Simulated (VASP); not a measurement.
Wanted: the native input for a VASP 6.6.1 run.

* Task: single point
* Functional: LDA
* Potentials or basis: VASP PAW LDA potentials, release 64 (Li_sv, F)
* Cutoff: 520 eV
* k mesh: 12 × 12 × 12
* Occupations: gaussian, width 0.05 eV
* Spin: no spin polarisation
* Dipole correction: no
* Further INCAR settings: ALGO = Normal; EDIFF = 1e-06; NBANDS = 12

The structure of LiF lies in POSCAR:

```
LiF
1.0
    0.0000000000      2.3249931660      1.5112455579
    2.3249931660      0.0000000000      1.5112455579
    2.3249931660      2.3249931660      0.0000000000
Li F
1 1
Direct
    0.0000000000      0.0000000000      0.0000000000
    0.5000000000      0.5000000000      0.5000000000
```

This cell differs from its parent crystal: ratio of the length along z to the lengths across it x 0.65, volume and fractional coordinates fixed.

These files were run (other wordings do the same):

INCAR

```
ALGO = Normal
EDIFF = 1E-6
ENCUT = 520
GGA = CA
ISIF = 2
ISMEAR = 0
LASPH = True
LCHARG = False
LREAL = False
LWAVE = False
NBANDS = 12
NELM = 60
PREC = Accurate
SIGMA = 0.05
```

KPOINTS

```
k-points
0
Gamma
  12 12 12
```

Potentials or basis: VASP PAW LDA potentials, release 64 (Li_sv, F).

Command:

```bash
$ cat potpaw_LDA.64/Li_sv/POTCAR potpaw_LDA.64/F/POTCAR > POTCAR
$ mpirun -np 1 vasp_std > vasp.out
```

Results of the run:

```yaml
Band_gap_on_the_k_mesh: 7.94 eV, indirect (least direct gap 7.98 eV)
```

It took 31 s on 1 thread of Intel Xeon 8259CL (shared host), peak memory 0.14 GiB.
